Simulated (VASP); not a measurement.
# NiO (Fm-3m) in VASP: further runs

NiO is run at these levels: LDA+U; tasks: single point.

All numbers are computed with VASP 6.6.1; they aren't measurements. Logs are shortened: lines on timing, memory, paths and dates and some standing lists are left out, and cuts for length are marked.

**1. The cell of the first run**

Symmetry: Fm-3m, No. 225, cubic system. The conventional cell has a = 4.183 Å, b = 4.183 Å, c = 4.183 Å, α = 90.00°, β = 90.00°, γ = 90.00°. Ni (site symmetry m-3m) has 6 O at 2.09 Å within 2.8 Å. O (site symmetry m-3m) has 6 Ni at 2.09 Å within 2.8 Å.

**2. Single point, LDA+U, collinear spin, ferromagnetic start**

The input, INCAR:

```
SYSTEM = NiO
PREC = Accurate
ENCUT = 520
EDIFF = 1E-7
ISMEAR = 0
SIGMA = 0.05
LREAL = .FALSE.
LASPH = .TRUE.
NELM = 150
ALGO = Normal
ISIF = 2
LWAVE = .FALSE.
LCHARG = .FALSE.
ISPIN = 2
MAGMOM = 1.66 1.66 0.26 0.26
LORBIT = 11
LMAXMIX = 4
LDAU = .TRUE.
LDAUTYPE = 1
LDAUL = 2 -1
LDAUU = 5 0
LDAUJ = 0.9 0
LDAUPRINT = 1
GGA = CA
NBANDS = 28
```

The input, KPOINTS:

```
Automatic mesh
0
G
  8 8 8
  0 0 0
```

The input, POSCAR:

```
NiO
1.0
    0.0000000000      2.0913095100      2.0913095100
    2.0913095100      0.0000000000      2.0913095100
    4.1826190200      4.1826190200      0.0000000000
Ni O
2 2
Direct
    0.0000000000      0.0000000000      0.0000000000
    0.0000000000      0.0000000000      0.5000000000
    0.5000000000      0.5000000000      0.2500000000
    0.5000000000      0.5000000000      0.7500000000
```

Potentials or basis: VASP PAW LDA potentials, release 64 (Ni, O).

Launch:

```bash
$ cat potpaw_LDA.64/Ni/POTCAR potpaw_LDA.64/O/POTCAR > POTCAR
$ mpirun -np 1 vasp_std > vasp.out
```

OUTCAR:

```text
SYSTEM = NiO
   PREC = Accurate
   ENCUT = 520
   EDIFF = 1E-7
   ISMEAR = 0
   LREAL = .FALSE.
   LASPH = .TRUE.
   NELM = 150
   ISIF = 2
   ISPIN = 2
   LORBIT = 11
   GGA = CA

 ion  position               nearest neighbor table
   1  0.000  0.000  0.000-   4 2.09   3 2.09   4 2.09   3 2.09   4 2.09   3 2.09   2 2.96   2 2.96
                             2 2.96   2 2.96   2 2.96   2 2.96
   2  0.000  0.000  0.500-   3 2.09   3 2.09   4 2.09   3 2.09   4 2.09   4 2.09   1 2.96   1 2.96
                             1 2.96   1 2.96   1 2.96   1 2.96
   3  0.500  0.500  0.250-   1 2.09   1 2.09   2 2.09   1 2.09   2 2.09   2 2.09
   4  0.500  0.500  0.750-   2 2.09   1 2.09   2 2.09   1 2.09   2 2.09   1 2.09

  LATTYP: Found a trigonal (rhomboedric) cell.
 ALAT       =     5.1226411937
 COS(alpha) =     0.8333333333

  Lattice vectors:

 A1 = (   4.1826190200,   2.0913095100,  -2.0913095100)
 A2 = (   2.0913095100,   2.0913095100,  -4.1826190200)
 A3 = (   2.0913095100,   4.1826190200,  -2.0913095100)

Analysis of symmetry for initial positions (statically):
=====================================================================
 Subroutine PRICEL returns following result:

  LATTYP: Found a face centered cubic cell.
 ALAT       =     4.1826190200
[... 12 lines left out ...]
 Subroutine GETGRP returns: Found 12 space group operations
 (whereof 12 operations were pure point group operations)
 out of a pool of 12 trial point group operations.

The static configuration has the point symmetry D_3d.

Analysis of symmetry for dynamics (positions and initial velocities):
=====================================================================
 Subroutine PRICEL returns following result:

  LATTYP: Found a face centered cubic cell.
 ALAT       =     4.1826190200
[... 12 lines left out ...]
 Subroutine GETGRP returns: Found 12 space group operations
 (whereof 12 operations were pure point group operations)
 out of a pool of 12 trial point group operations.

The dynamic configuration has the point symmetry D_3d.

Analysis of structural, dynamic, and magnetic symmetry:
=====================================================================
 Subroutine PRICEL returns following result:

  LATTYP: Found a face centered cubic cell.
 ALAT       =     4.1826190200
[... 12 lines left out ...]
 Subroutine GETGRP returns: Found 12 space group operations
 (whereof 12 operations were pure point group operations)
 out of a pool of 12 trial point group operations.

The overall configuration has the point symmetry D_3d.

 Subroutine INISYM returns: Found 12 space group operations
 (whereof 12 operations are pure point group operations),
 and found     2 'primitive' translations

----------------------------------------------------------------------------------------

                                     Primitive cell

  volume of cell :      18.2930

  direct lattice vectors                    reciprocal lattice vectors
     0.000000000  2.091309510  2.091309510    -0.239084649  0.239084649  0.239084649
     2.091309510  0.000000000  2.091309510     0.239084649 -0.239084649  0.239084649
     2.091309510  2.091309510  0.000000000     0.239084649  0.239084649 -0.239084649

  length of vectors
     2.957558272  2.957558272  2.957558272     0.414106759  0.414106759  0.414106759

  position of ions in fractional coordinates (direct lattice)
     0.000000000  0.000000000  0.000000000
     0.500000000  0.500000000  0.500000000

  ion indices of the primitive-cell ions
   primitive index   ion index
                 1           1
                 2           3

----------------------------------------------------------------------------------------

 KPOINTS: Automatic mesh

Automatic generation of k-mesh.
 Grid dimensions read from file:
 generate k-points for:    8    8    8

 Generating k-lattice:

  Cartesian coordinates                     Fractional coordinates (reciprocal lattice)
    -0.029885581  0.029885581  0.029885581     0.125000000  0.000000000  0.000000000
     0.029885581 -0.029885581  0.029885581     0.000000000  0.125000000  0.000000000
     0.014942791  0.014942791 -0.014942791     0.000000000  0.000000000  0.125000000

  Length of vectors
[... 75 lines left out ...]
     AMIX_MAG =   1.60;   BMIX_MAG =  1.00
  volume/ion in A,a.u.               =       9.15        61.72
  Fermi-wavevector in a.u.,A,eV,Ry     =   1.565621  2.958594 33.350161  2.451168
  Thomas-Fermi vector in A             =   2.668070
   LORBIT       =     11    0 simple, 1 ext, 2 COOP (PROOUT), +10 PAW based schemes
 LDA+U is selected, type is set to LDAUTYPE =  1
   angular momentum for each species LDAUL =     2   -1
   U (eV)           for each species LDAUU =   5.0  0.0
   J (eV)           for each species LDAUJ =   0.9  0.0
   GGA     = CA    functional components
   LHFCALC =     F    Hartree Fock is set to
   AEXX    =    0.0000 exact exchange contribution
   IVDW    =     0    specifies the selected vdW correction
   LEPSILON=     F    determine dielectric tensor
   LRPA    =     F    only Hartree local field effects (RPA)
 spin polarized calculation
 Gauss-broadening in eV      SIGMA  =   0.05
  energy-cutoff  :      520.00
  volume of cell :       36.59
 maximum number of plane-waves:      1017
 NGX is ok and might be reduce to    24
   NGX = 11   NGY = 11   NGZ = 21

atom =   1  type =  1  l = 2

 onsite density matrix

spin component  1

  0.9750 -0.0000 -0.0000 -0.0000  0.0000
 -0.0000  0.9750 -0.0000  0.0000  0.0000
 -0.0000 -0.0000  1.0302 -0.0000  0.0000
 -0.0000  0.0000 -0.0000  0.9750 -0.0000
  0.0000  0.0000  0.0000 -0.0000  1.0302

spin component  2

  0.9755  0.0000 -0.0000  0.0000  0.0000
  0.0000  0.9755 -0.0000 -0.0000  0.0000
 -0.0000 -0.0000  0.1748 -0.0000 -0.0000
  0.0000 -0.0000 -0.0000  0.9755 -0.0000
  0.0000  0.0000 -0.0000 -0.0000  0.1748

 occupancies and eigenvectors

  o =  0.1748  v =  0.0000  0.0000  0.0000  0.0000  0.0000  0.0000 -0.0000  0.0070  0.0000  1.0000      0.0000  0.0000  0.0000  0.0000  0.0000  0.0000  0.0000  0.0000  0.0000  0.0000
  o =  0.1748  v =  0.0000  0.0000  0.0000  0.0000  0.0000 -0.0000 -0.0000 -1.0000 -0.0000  0.0070      0.0000  0.0000  0.0000  0.0000  0.0000  0.0000  0.0000  0.0000  0.0000  0.0000
  o =  0.9750  v =  0.7892  0.2132  0.0000  0.5760  0.0000  0.0000  0.0000  0.0000  0.0000  0.0000      0.0000  0.0000  0.0000  0.0000  0.0000  0.0000  0.0000  0.0000  0.0000  0.0000
  o =  0.9750  v =  0.2095  0.7882  0.0000 -0.5787 -0.0000  0.0000  0.0000  0.0000  0.0000  0.0000      0.0000  0.0000  0.0000  0.0000  0.0000  0.0000  0.0000  0.0000  0.0000  0.0000
  o =  0.9750  v = -0.5774  0.5774  0.0000  0.5774 -0.0000  0.0000  0.0000  0.0000  0.0000  0.0000      0.0000  0.0000  0.0000  0.0000  0.0000  0.0000  0.0000  0.0000  0.0000  0.0000
  o =  0.9755  v =  0.0000  0.0000  0.0000  0.0000  0.0000  0.5774 -0.5774  0.0000 -0.5774  0.0000      0.0000  0.0000  0.0000  0.0000  0.0000  0.0000  0.0000  0.0000  0.0000  0.0000
  o =  0.9755  v =  0.0000  0.0000  0.0000  0.0000  0.0000 -0.2818  0.5228  0.0000 -0.8046  0.0000      0.0000  0.0000  0.0000  0.0000  0.0000  0.0000  0.0000  0.0000  0.0000  0.0000
  o =  0.9755  v =  0.0000  0.0000  0.0000  0.0000  0.0000  0.7663  0.6272 -0.0000  0.1391  0.0000      0.0000  0.0000  0.0000  0.0000  0.0000  0.0000  0.0000  0.0000  0.0000  0.0000
  o =  1.0302  v = -0.0000 -0.0000  1.0000 -0.0000 -0.0000  0.0000  0.0000  0.0000  0.0000  0.0000      0.0000  0.0000  0.0000  0.0000  0.0000  0.0000  0.0000  0.0000  0.0000  0.0000
  o =  1.0302  v =  0.0000  0.0000  0.0000 -0.0000  1.0000  0.0000  0.0000  0.0000  0.0000  0.0000      0.0000  0.0000  0.0000  0.0000  0.0000  0.0000  0.0000  0.0000  0.0000  0.0000

atom =   2  type =  1  l = 2

 onsite density matrix

spin component  1

  0.9750 -0.0000 -0.0000 -0.0000 -0.0000
 -0.0000  0.9750 -0.0000  0.0000  0.0000
 -0.0000 -0.0000  1.0302 -0.0000 -0.0000
 -0.0000  0.0000 -0.0000  0.9750 -0.0000
 -0.0000  0.0000 -0.0000 -0.0000  1.0302

spin component  2

  0.9755  0.0000 -0.0000  0.0000  0.0000
  0.0000  0.9755 -0.0000 -0.0000  0.0000
 -0.0000 -0.0000  0.1748 -0.0000 -0.0000
  0.0000 -0.0000 -0.0000  0.9755 -0.0000
  0.0000  0.0000 -0.0000 -0.0000  0.1748

 occupancies and eigenvectors

  o =  0.1748  v =  0.0000  0.0000  0.0000  0.0000  0.0000 -0.0000 -0.0000 -0.9999 -0.0000 -0.0107      0.0000  0.0000  0.0000  0.0000  0.0000  0.0000  0.0000  0.0000  0.0000  0.0000
  o =  0.1748  v =  0.0000  0.0000  0.0000  0.0000  0.0000 -0.0000 -0.0000 -0.0107  0.0000  0.9999      0.0000  0.0000  0.0000  0.0000  0.0000  0.0000  0.0000  0.0000  0.0000  0.0000
  o =  0.9750  v = -0.3894  0.4268 -0.0000 -0.8162 -0.0000  0.0000  0.0000  0.0000  0.0000  0.0000      0.0000  0.0000  0.0000  0.0000  0.0000  0.0000  0.0000  0.0000  0.0000  0.0000
  o =  0.9750  v =  0.7177  0.6961  0.0000  0.0216 -0.0000  0.0000  0.0000  0.0000  0.0000  0.0000      0.0000  0.0000  0.0000  0.0000  0.0000  0.0000  0.0000  0.0000  0.0000  0.0000
  o =  0.9750  v =  0.5774 -0.5774  0.0000 -0.5774  0.0000  0.0000  0.0000  0.0000  0.0000  0.0000      0.0000  0.0000  0.0000  0.0000  0.0000  0.0000  0.0000  0.0000  0.0000  0.0000
  o =  0.9755  v =  0.0000  0.0000  0.0000  0.0000  0.0000  0.5774 -0.5774 -0.0000 -0.5774  0.0000      0.0000  0.0000  0.0000  0.0000  0.0000  0.0000  0.0000  0.0000  0.0000  0.0000
  o =  0.9755  v =  0.0000  0.0000  0.0000  0.0000  0.0000 -0.7342 -0.0578  0.0000 -0.6764  0.0000      0.0000  0.0000  0.0000  0.0000  0.0000  0.0000  0.0000  0.0000  0.0000  0.0000
  o =  0.9755  v =  0.0000  0.0000  0.0000  0.0000  0.0000  0.3572  0.8144 -0.0000 -0.4573  0.0000      0.0000  0.0000  0.0000  0.0000  0.0000  0.0000  0.0000  0.0000  0.0000  0.0000
  o =  1.0302  v =  0.0000  0.0000 -1.0000  0.0000 -0.0000  0.0000  0.0000  0.0000  0.0000  0.0000      0.0000  0.0000  0.0000  0.0000  0.0000  0.0000  0.0000  0.0000  0.0000  0.0000
  o =  1.0302  v =  0.0000  0.0000 -0.0000 -0.0000  1.0000  0.0000  0.0000  0.0000  0.0000  0.0000      0.0000  0.0000  0.0000  0.0000  0.0000  0.0000  0.0000  0.0000  0.0000  0.0000

 number of electron      32.0000011 magnetization       3.9999912

 Free energy of the ion-electron system (eV)
  ---------------------------------------------------
  ext. energy  EPLUGINS =         0.00000000
  ---------------------------------------------------
  free energy    TOTEN  =       -24.59682399 eV

  energy without entropy =      -24.59682399  energy(sigma->0) =      -24.59682399

 E-fermi :   6.9746     XC(G=0): -13.1319

 val. band max:        6.7216374697   @ k =   0.5000   0.0000   0.0000
 cond. band min:       7.9213893905   @ k =   0.0000   0.0000   0.0000
 fundamental gap:      1.1997519208
 Fermi energy:         6.9745528007

 spin component 1

 k-point     1 :       0.0000    0.0000    0.0000
  band No.  band energies     occupation
      1     -12.2782      1.00000
      2     -10.7853      1.00000
      3      -0.9686      1.00000
      4      -0.1014      1.00000
      5      -0.1014      1.00000
      6       1.4160      1.00000
[... 1481 lines left out ...]
     27      24.3318      0.00000
     28      28.4794      0.00000

 [... further k-points ...]
[... 5 lines left out ...]
  --------------------------------------------------------------------------------------
  -------------------------------------------------------------------------------------
  Total       -3.2879146     -3.2879146     -3.2879146     -0.0000914      0.0000914      0.0000914
  in kB     -143.9846478   -143.9846478   -143.9846478     -0.0040011      0.0040011      0.0040011
  external PRESSURE =    -143.9846478 kB  Pullay stress =       0.0000000 kB

 VOLUME and BASIS-vectors are now :
 -----------------------------------------------------------------------------
  energy-cutoff  :      520.00
  volume of cell :       36.59
      direct lattice vectors                 reciprocal lattice vectors
     0.000000000  2.091309510  2.091309510    -0.239084649  0.239084649  0.239084649
     2.091309510  0.000000000  2.091309510     0.239084649 -0.239084649  0.239084649
     4.182619020  4.182619020  0.000000000     0.119542324  0.119542324 -0.119542324

 POSITION                                       TOTAL-FORCE (eV/Angst)
 -----------------------------------------------------------------------------------
      0.00000      0.00000      0.00000        -0.000000      0.000000      0.000000
      2.09131      2.09131      0.00000        -0.000000     -0.000000      0.000000
      2.09131      2.09131      2.09131         0.000000     -0.000000     -0.000000
      4.18262      4.18262      2.09131         0.000000      0.000000      0.000000
 -----------------------------------------------------------------------------------
    total drift:                                0.000000     -0.000000     -0.000000

  FREE ENERGIE OF THE ION-ELECTRON SYSTEM (eV)
  ---------------------------------------------------
  free  energy   TOTEN  =       -24.5968239855 eV

  energy  without entropy=      -24.5968239855  energy(sigma->0) =      -24.59682399

 total charge

# of ion       s       p       d       tot
------------------------------------------
    1        0.347   0.425   8.234   9.007
    2        0.347   0.425   8.234   9.007
    3        1.535   3.441   0.000   4.976
    4        1.535   3.441   0.000   4.976
--------------------------------------------------
tot          3.765   7.733  16.469  27.967

 magnetization (x)

# of ion       s       p       d       tot
------------------------------------------
    1        0.010   0.014   1.708   1.732
    2        0.010   0.014   1.708   1.732
    3        0.022   0.214   0.000   0.237
    4        0.022   0.214   0.000   0.237
--------------------------------------------------
tot          0.065   0.457   3.415   3.937
```

It took 2.3 min on 1 thread of Intel Xeon Platinum 8259CL at 2.50GHz (Skylake/Cascade Lake), shared host; peak memory 0.23 GiB.

What came out:

| Quantity | Value |
| --- | --- |
| Free energy | -24.5968 eV |
| Pressure | -14.4 GPa |
| Band gap on the k mesh | 1.20 eV |
| Net moment | 4.00 μB per cell |
| Site moments | Ni +1.73; O +0.24 μB |
| Valence electrons inside the program's atomic spheres | Ni 9.01; O 4.98 |

Eigenvalues of the final occupation matrices:
```csv
site,spin,trace,eigenvalues
site 1 d,1,4.99,0.97 0.97 0.97 1.03 1.03
site 1 d,2,3.28,0.17 0.17 0.98 0.98 0.98
site 2 d,1,4.99,0.97 0.97 0.97 1.03 1.03
site 2 d,2,3.28,0.17 0.17 0.98 0.98 0.98
```

A k mesh can miss the band edges. The state reached can hang on the start; a lower one may exist.

**3. Single point, LDA+U, collinear spin, zero start**

The input, INCAR:

```
  ALGO = Normal
  EDIFF = 1E-6
  ENCUT = 520
  ISIF = 2
  ISMEAR = 0
  ISPIN = 2
  LASPH = T
  LCHARG = F
  LDAU = T
  LDAUJ = 0.9 0
  LDAUL = 2 -1
  LDAUPRINT = 1
  LDAUTYPE = 1
  LDAUU = 5 0
  LMAXMIX = 4
  LORBIT = 11
  LREAL = F
  LWAVE = F
  MAGMOM = 0 0 0 0
  NBANDS = 28
  NELM = 150
  NUPDOWN = 0.0
  PREC = Accurate
  SIGMA = 0.05
```

The input, KPOINTS:

```
k-points
0
Gamma
  8 8 8
```

POSCAR is that of step 2.

Potentials or basis: VASP PAW LDA potentials, release 64 (Ni, O).

Launch:

```bash
$ cat potpaw_LDA.64/Ni/POTCAR potpaw_LDA.64/O/POTCAR > POTCAR
$ mpirun -np 1 vasp_std > vasp.out
```

Wall time 1.9 min (1 thread of Intel Xeon Platinum 8259CL at 2.50GHz (Skylake/Cascade Lake), shared host); peak memory 0.23 GiB.

It converged, with:

```
Free energy                                           : -21.9336 eV
Pressure                                              : -26.9 GPa
Net moment                                            : 0.00 μB per cell
Valence electrons inside the program's atomic spheres : Ni 9.17; O 4.88
```

Eigenvalues of the final occupation matrices:
| site | spin | trace | eigenvalues |
| --- | --- | --- | --- |
| site 1 d | 1 | 4.25 | 0.67 0.67 0.97 0.97 0.97 |
| site 1 d | 2 | 4.25 | 0.67 0.67 0.97 0.97 0.97 |
| site 2 d | 1 | 4.25 | 0.67 0.67 0.97 0.97 0.97 |
| site 2 d | 2 | 4.25 | 0.67 0.67 0.97 0.97 0.97 |

Caveat: the total moment is fixed, so each spin has its own Fermi level.

**4. Single point, LDA+U, collinear spin, ferromagnetic start**

The input, INCAR:

```
SYSTEM = NiO
PREC     = Accurate       ! precision mode
ENCUT    = 520            ! plane-wave cutoff, eV
EDIFF    = 1E-6           ! SCF threshold, eV
ISMEAR   = 0              ! smearing method
SIGMA    = 0.05           ! smearing width, eV
LREAL    = .False.        ! projectors in reciprocal space
LASPH    = .True.         ! aspherical terms in the spheres
NELM     = 150            ! most SCF steps
ALGO     = Normal         ! electronic algorithm
ISIF     = 2              ! what is computed and relaxed
LWAVE    = .False.        ! write WAVECAR
LCHARG   = .False.        ! write CHGCAR
ISPIN    = 2              ! spin polarisation
MAGMOM   = 1.87 1.87 0.42 0.42 ! initial moments
LORBIT   = 11             ! projections on sites
NUPDOWN  = 4.4            ! fixed moment
LMAXMIX  = 4              ! l up to which the mixer works
LDAU     = .True.         ! DFT+U
LDAUTYPE = 1            
LDAUL    = 2 -1           ! shell
LDAUU    = 5 0            ! U, eV
LDAUJ    = 0.9 0        
LDAUPRINT= 1            
NBANDS   = 28             ! bands
```

The input, KPOINTS:

```
regular mesh
0
Gamma
  8 8 8
  0 0 0
```

POSCAR is that of step 3.

Launch:

```bash
$ cat potpaw_LDA.64/Ni/POTCAR potpaw_LDA.64/O/POTCAR > POTCAR
$ mpirun -np 1 vasp_std > vasp.out
```

It took 84 s on 1 thread of Intel Xeon 6975P-C, shared host; peak memory 0.23 GiB.

It converged, with:

* Free energy: -23.4524 eV
* Pressure: -7.7 GPa
* Net moment: 4.40 μB per cell
* Site moments: Ni +1.79; O +0.34 μB
* Valence electrons inside the program's atomic spheres: Ni 9.01; O 4.97

Eigenvalues of the final occupation matrices:
| site | spin | trace | eigenvalues |
| --- | --- | --- | --- |
| site 1 d | 1 | 4.99 | 0.97 0.97 0.97 1.03 1.03 |
| site 1 d | 2 | 3.25 | 0.18 0.18 0.96 0.96 0.96 |
| site 2 d | 1 | 4.99 | 0.97 0.97 0.97 1.03 1.03 |
| site 2 d | 2 | 3.25 | 0.18 0.18 0.96 0.96 0.96 |

Caveat: the total moment is fixed, so each spin has its own Fermi level. The state reached can hang on the start; a lower one may exist.

**5. Summary**

| spin | fixed moment (μB) | pressure (GPa) | moment (μB) |
| --- | --- | --- | --- |
| collinear, ferromagnetic start | - | -14.4 | 4.00 |
| collinear, zero start | 0.0 | -26.9 | 0.00 |
| collinear, ferromagnetic start | 4.4 | -7.7 | 4.40 |

Alike in all rows: task single point; level LDA+U; potentials or basis VASP PAW LDA potentials, release 64 (Ni, O); Ni d U = 5.0 eV, J = 0.9 eV; cell as given; k mesh 8 × 8 × 8; cutoff (eV) 520; smearing gaussian 0.05 eV.

Caveats: the total moment is fixed, so each spin has its own Fermi level (some runs).

Total energies depend on the potentials used, so only differences within one code and one set of settings carry meaning.
